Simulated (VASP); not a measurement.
# CsH (Fm-3m) in VASP: notebook

Runs on CsH. Level: LDA. Tasks: single point, relaxation of cell and atoms.

All numbers are computed with VASP 6.6.1; they aren't measurements. Logs are shortened: lines on timing, memory, paths and dates and some standing lists are left out, and cuts for length are marked.

## 1. The cell of the first run

Symmetry: Fm-3m, No. 225, cubic system. Conventional cell: a = 6.138 Å, b = 6.138 Å, c = 6.138 Å, α = 90.00°, β = 90.00°, γ = 90.00°. Cs (site symmetry m-3m) has 6 H at 3.07 Å within 4.0 Å. H (site symmetry m-3m) has 6 Cs at 3.07 Å within 4.0 Å.

## 2. Single point, LDA (volume scaled by 1.02)

Contents of INCAR:

```
  PREC = Accurate
  ENCUT = 520
  EDIFF = 1E-7
  ISMEAR = 0
  SIGMA = 0.01
  LREAL = F
  LASPH = T
  NELM = 60
  ALGO = Normal
  ISIF = 2
  LWAVE = F
  LCHARG = F
  GGA = CA
  NBANDS = 12
```

Contents of KPOINTS:

```
Automatic mesh
0
Gamma
  8 8 8
```

Contents of POSCAR:

```
CsH
1.0
    0.0000000000      3.0688076868      3.0688076868
    3.0688076868      0.0000000000      3.0688076868
    3.0688076868      3.0688076868      0.0000000000
Cs H
1 1
Direct
    0.0000000000      0.0000000000      0.0000000000
    0.5000000000      0.5000000000      0.5000000000
```

Potentials or basis: VASP PAW LDA potentials, release 64 (Cs_sv, H).

Run with:

```sh
> cat potpaw_LDA.64/Cs_sv/POTCAR potpaw_LDA.64/H/POTCAR > POTCAR
> mpirun -np 1 vasp_std > vasp.out
```

OUTCAR:

```text
PREC = Accurate
   ENCUT = 520
   EDIFF = 1E-7
   ISMEAR = 0
   LREAL = F
   LASPH = T
   NELM = 60
   ISIF = 2
   GGA = CA

 ion  position               nearest neighbor table
   1  0.000  0.000  0.000-
   2  0.500  0.500  0.500-

  LATTYP: Found a face centered cubic cell.
 ALAT       =     6.1376153736

  Lattice vectors:

 A1 = (   0.0000000000,   3.0688076868,   3.0688076868)
 A2 = (   3.0688076868,   0.0000000000,   3.0688076868)
 A3 = (   3.0688076868,   3.0688076868,   0.0000000000)

Analysis of symmetry for initial positions (statically):
=====================================================================
 Subroutine PRICEL returns:
 Original cell was already a primitive cell.

 Routine SETGRP: Setting up the symmetry group for a
 face centered cubic supercell.

 Subroutine GETGRP returns: Found 48 space group operations
 (whereof 48 operations were pure point group operations)
 out of a pool of 48 trial point group operations.

The static configuration has the point symmetry O_h .

Analysis of symmetry for dynamics (positions and initial velocities):
=====================================================================
 Subroutine PRICEL returns:
 Original cell was already a primitive cell.

 Routine SETGRP: Setting up the symmetry group for a
 face centered cubic supercell.

 Subroutine GETGRP returns: Found 48 space group operations
 (whereof 48 operations were pure point group operations)
 out of a pool of 48 trial point group operations.

The dynamic configuration has the point symmetry O_h .

 Subroutine INISYM returns: Found 48 space group operations
 (whereof 48 operations are pure point group operations),
 and found     1 'primitive' translations

----------------------------------------------------------------------------------------

                                     Primitive cell

  volume of cell :      57.8015

  direct lattice vectors                    reciprocal lattice vectors
     0.000000000  3.068807687  3.068807687    -0.162929727  0.162929727  0.162929727
     3.068807687  0.000000000  3.068807687     0.162929727 -0.162929727  0.162929727
     3.068807687  3.068807687  0.000000000     0.162929727  0.162929727 -0.162929727

  length of vectors
     4.339949451  4.339949451  4.339949451     0.282202566  0.282202566  0.282202566

  position of ions in fractional coordinates (direct lattice)
     0.000000000  0.000000000  0.000000000
     0.500000000  0.500000000  0.500000000
[... 79 lines left out ...]
   EDIFFG = 0.1E-05   stopping-criterion for IOM
   NSW    =      0    number of steps for IOM
   IBRION =     -1    ionic relax: 0-MD 1-quasi-New 2-CG
   NFREE  =      0    steps in history (QN), initial steepest desc. (CG)
   ISIF   =      2    stress and relaxation
   ISYM   =      2    0-nonsym 1-usesym 2-fastsym
   POTIM  = 0.5000    time-step for ionic-motion
   TEBEG  =    0.0;   TEEND  =   0.0 temperature during run
   PSTRESS=    0.0 pullay stress
   NELECT =      10.0000    total number of electrons
   NUPDOWN=      -1.0000    fix difference up-down
   EMIN   =  10.00;   EMAX   =-10.00  energy-range for DOS
   EFERMI =   0.00;   METHOD = LEGACY
   ISMEAR =     0;   SIGMA  =   0.01  broadening in eV -4-tet -1-fermi 0-gaus
   EFERMI_NEDOS =   21; number of points for ismear=-14 and -15
   IALGO  =     38    algorithm
   IMIX   =      4    mixing-type and parameters
     AMIX     =   0.40;   BMIX     =  1.00
     AMIX_MAG =   1.60;   BMIX_MAG =  1.00
  volume/ion in A,a.u.               =      28.90       195.03
  Fermi-wavevector in a.u.,A,eV,Ry     =   0.912211  1.723828 11.321794  0.832128
  Thomas-Fermi vector in A             =   2.036580
   LORBIT       =      0    0 simple, 1 ext, 2 COOP (PROOUT), +10 PAW based schemes
   GGA     = CA    functional components
   LHFCALC =     F    Hartree Fock is set to
   AEXX    =    0.0000 exact exchange contribution
   IVDW    =     0    specifies the selected vdW correction
   LEPSILON=     F    determine dielectric tensor
   LRPA    =     F    only Hartree local field effects (RPA)
 non-spin polarized calculation
 Gauss-broadening in eV      SIGMA  =   0.01
  energy-cutoff  :      520.00
  volume of cell :       57.80
 maximum number of plane-waves:      1588
   NGX = 17   NGY = 17   NGZ = 17

 number of electron      10.0000000 magnetization

 Free energy of the ion-electron system (eV)
  ---------------------------------------------------
  ext. energy  EPLUGINS =         0.00000000
  ---------------------------------------------------
  free energy    TOTEN  =        -4.92318599 eV

  energy without entropy =       -4.92318599  energy(sigma->0) =       -4.92318599

 E-fermi :   0.7006     XC(G=0):  -7.9497

 val. band max:        0.6432518131   @ k =   0.5000   0.0000   0.0000
 cond. band min:       2.4021844993   @ k =   0.5000   0.0000   0.0000
 fundamental gap:      1.7589326862
 Fermi energy:         0.7006064326

 k-point     1 :       0.0000    0.0000    0.0000
  band No.  band energies     occupation
      1     -20.9026      2.00000
      2      -7.2092      2.00000
      3      -7.2092      2.00000
      4      -7.2092      2.00000
      5      -1.4905      2.00000
      6       5.5833      0.00000
      7       5.5833      0.00000
      8       5.5833      0.00000
      9       6.6974      0.00000
     10       7.6216      0.00000
     11       7.6216      0.00000
     12       9.2264      0.00000
[... 331 lines left out ...]
 k-point    24 :      -0.3750    0.2500    0.1250
  band No.  band energies     occupation
      1     -20.7559      2.00000
      2      -8.2301      2.00000
      3      -7.6485      2.00000
      4      -7.4414      2.00000
      5       0.0878      2.00000
      6       3.3016      0.00000
      7       4.9126      0.00000
      8       5.8418      0.00000
      9       8.1785      0.00000
     10       8.3523      0.00000
     11      10.1057      0.00000
     12      10.2787      0.00000

 [... further k-points ...]
[... 5 lines left out ...]
  --------------------------------------------------------------------------------------
  -------------------------------------------------------------------------------------
  Total       -0.0645318     -0.0645318     -0.0645318     -0.0000000      0.0000000     -0.0000000
  in kB       -1.7887321     -1.7887321     -1.7887321     -0.0000000      0.0000000     -0.0000000
  external PRESSURE =      -1.7887321 kB  Pullay stress =       0.0000000 kB

 VOLUME and BASIS-vectors are now :
 -----------------------------------------------------------------------------
  energy-cutoff  :      520.00
  volume of cell :       57.80
      direct lattice vectors                 reciprocal lattice vectors
     0.000000000  3.068807687  3.068807687    -0.162929727  0.162929727  0.162929727
     3.068807687  0.000000000  3.068807687     0.162929727 -0.162929727  0.162929727
     3.068807687  3.068807687  0.000000000     0.162929727  0.162929727 -0.162929727

 POSITION                                       TOTAL-FORCE (eV/Angst)
 -----------------------------------------------------------------------------------
      0.00000      0.00000      0.00000         0.000000      0.000000      0.000000
      3.06881      3.06881      3.06881         0.000000      0.000000     -0.000000
 -----------------------------------------------------------------------------------
    total drift:                                0.000000     -0.000000     -0.000000

  FREE ENERGIE OF THE ION-ELECTRON SYSTEM (eV)
  ---------------------------------------------------
  free  energy   TOTEN  =        -4.9231859921 eV

  energy  without entropy=       -4.9231859921  energy(sigma->0) =       -4.92318599
```

stdout:

```text
POSCAR found type information on POSCAR CsH
 POSCAR found :  2 types and       2 ions
 scaLAPACK will be used
 LDA part: xc-table for (Slater(with rela. corr.)+CA(PZ))
 , standard interpolation
 POSCAR, INCAR and KPOINTS ok, starting setup
 FFT: planning ... GRIDC
 FFT: planning ... GRID_SOFT
 FFT: planning ... GRID
 WAVECAR not read
 entering main loop
```

It took 6.1 s on 1 thread of Intel Xeon 6975P-C (Granite Rapids), shared host; peak memory 0.15 GiB.

What came out:

| Property | Result |
| --- | --- |
| Free energy | -4.9232 eV |
| Pressure | -0.2 GPa |
| Band gap on the k mesh | 1.76 eV, direct |

Caveat: the cell differs from its parent crystal (volume scaled by 1.02); spin-orbit coupling is left out, which moves the levels of the heavy elements. A k mesh can miss the band edges.

## 3. Relaxation of cell and atoms, LDA

This run uses another cell than the first one, of 28.40 Å³/atom, 0.983 times its volume.

Contents of INCAR:

```
PREC = Accurate ; ENCUT = 600
EDIFF = 1E-7 ; ISMEAR = 0
SIGMA = 0.02 ; LREAL = F
LASPH = T ; NELM = 60
ALGO = Normal ; ISIF = 3
LWAVE = F ; LCHARG = F
GGA = CA ; IBRION = 2
NSW = 100 ; EDIFFG = -0.005
```

Contents of KPOINTS:

```
regular mesh
0
Gamma
  8 8 8
```

Contents of POSCAR:

```
CsH
1.0
    0.0000000000      3.0511182310      3.0511182310
    3.0511182310      0.0000000000      3.0511182310
    3.0511182310      3.0511182310      0.0000000000
Cs H
1 1
Direct
    0.0000000000      0.0000000000      0.0000000000
    0.5000000000      0.5000000000      0.5000000000
```

Potentials or basis: VASP PAW LDA potentials, release 64 (Cs_sv, H).

Run with:

```sh
> cat potpaw_LDA.64/Cs_sv/POTCAR potpaw_LDA.64/H/POTCAR > POTCAR
> mpirun -np 1 vasp_std > vasp.out
```

Run time: 14 s. Hardware: 1 thread of Intel Xeon 6975P-C (Granite Rapids), shared host; peak memory 0.18 GiB.

The run converged. Its results:

```yaml
Free_energy: -4.9238 eV
Relaxed_volume: 28.57 Å³/atom
Relaxed_cell: a = 4.323 Å, b = 4.323 Å, c = 4.323 Å, α = 60.00°, β = 60.00°, γ = 60.00°
Space_group_after_relaxing_to_0.05_Å: Fm-3m (No. 225)
Energy_gained_by_relaxing: 0.0 meV/atom
Ionic_steps: 3
Pressure_after_relaxing: 0.0 GPa
Band_gap_on_the_k_mesh: 1.74 eV, direct
```

Final structure:
```
Cs H
1.0
     0.00000    3.05706    3.05706
     3.05706    0.00000    3.05706
     3.05706    3.05706    0.00000
Cs H
1 1
Direct
  0.00000 0.00000 0.00000
  0.50000 0.50000 0.50000
```

Levels at points of the mesh, in eV from the valence-band top:
| k point | band 1 | band 2 | band 3 | band 4 | band 5 | band 6 | band 7 | band 8 | band 9 |
| --- | --- | --- | --- | --- | --- | --- | --- | --- | --- |
| (0.00, 0.00, 0.00) | -21.56 | -7.85 | -7.85 | -7.85 | -2.16 | 4.93 | 4.93 | 4.93 | 6.09 |
| (0.50, 0.00, 0.00) | -21.43 | -9.08 | -7.98 | -7.98 | 0.00 | 1.74 | 4.45 | 4.45 | 7.37 |
| (0.50, 0.50, 0.00) | -21.39 | -8.90 | -8.25 | -8.25 | -1.63 | 2.55 | 5.80 | 8.45 | 8.57 |

Caveat: spin-orbit coupling is left out, which moves the levels of the heavy elements. A k mesh can miss the band edges.

## 4. Relaxation of cell and atoms, LDA

This run uses another cell than the first one, of 28.40 Å³/atom, 0.983 times its volume.

Contents of INCAR:

```
  PREC = Accurate
  ENCUT = 600
  EDIFF = 1E-6
  ISMEAR = 0
  SIGMA = 0.01
  LREAL = False
  LASPH = True
  NELM = 80
  ALGO = Normal
  ISIF = 3
  LWAVE = False
  LCHARG = False
  GGA = CA
  IBRION = 2
  NSW = 80
  EDIFFG = -0.001
```

KPOINTS is that of step 3.

POSCAR is that of step 3.

Run with:

```sh
> cat potpaw_LDA.64/Cs_sv/POTCAR potpaw_LDA.64/H/POTCAR > POTCAR
> mpirun -np 1 vasp_std > vasp.out
```

It took 14 s on 1 thread of Intel Xeon 6975P-C (Granite Rapids), shared host; peak memory 0.18 GiB.

Results (log left out):

| Item | Value |
| --- | --- |
| Free energy | -4.9238 eV |
| Relaxed volume | 28.54 Å³/atom |
| Relaxed cell | a = 4.322 Å, b = 4.322 Å, c = 4.322 Å, α = 60.00°, β = 60.00°, γ = 60.00° |
| Space group after relaxing (to 0.05 Å) | Fm-3m (No. 225) |
| Energy gained by relaxing | 0.0 meV/atom |
| Ionic steps | 4 |
| Pressure after relaxing | 0.0 GPa |
| Band gap on the k mesh | 1.74 eV, direct |

Final structure:
```yaml
crystal:
  lattice:
    - [0.00000, 3.05612, 3.05612]
    - [3.05612, 0.00000, 3.05612]
    - [3.05612, 3.05612, 0.00000]
  atoms:
    - { symbol: Cs, position: [0.00000, 0.00000, 0.00000] }
    - { symbol: H, position: [0.50000, 0.50000, 0.50000] }
```

Levels at points of the mesh, in eV from the valence-band top:
| k point | band 2 | band 3 | band 4 | band 5 | band 6 | band 7 | band 8 | band 9 |
| --- | --- | --- | --- | --- | --- | --- | --- | --- |
| (0.00, 0.00, 0.00) | -7.85 | -7.85 | -7.85 | -2.16 | 4.93 | 4.93 | 4.93 | 6.10 |
| (0.50, 0.00, 0.00) | -9.09 | -7.99 | -7.99 | 0.00 | 1.74 | 4.45 | 4.45 | 7.37 |
| (0.50, 0.50, 0.00) | -8.90 | -8.25 | -8.25 | -1.63 | 2.54 | 5.81 | 8.45 | 8.57 |

Caveat: spin-orbit coupling is left out, which moves the levels of the heavy elements. Expect the measured gap to be larger: semilocal functionals such as LDA lack the derivative discontinuity.

## 5. Overview

| task | cell | cutoff (eV) | smearing | gap on the mesh (eV) | pressure (GPa) | relaxed volume (Å³/atom) |
| --- | --- | --- | --- | --- | --- | --- |
| single point | a = 4.340 Å, angles 60.0°, 2 atoms | 520 | gaussian 0.01 eV | 1.76 | -0.2 | - |
| relaxation of cell and atoms | relaxed from a = 4.315 Å, angles 60.0°, 2 atoms | 600 | gaussian 0.02 eV | 1.74 | 0.0 | 28.57 |
| relaxation of cell and atoms | relaxed from a = 4.315 Å, angles 60.0°, 2 atoms | 600 | gaussian 0.01 eV | 1.74 | 0.0 | 28.54 |

Alike in all rows: level LDA; potentials or basis VASP PAW LDA potentials, release 64 (Cs_sv, H); no spin polarisation; k mesh 8 × 8 × 8.

Caveats: spin-orbit coupling is left out, which moves the levels of the heavy elements.

Absolute energies hang on the potentials; compare differences alone.
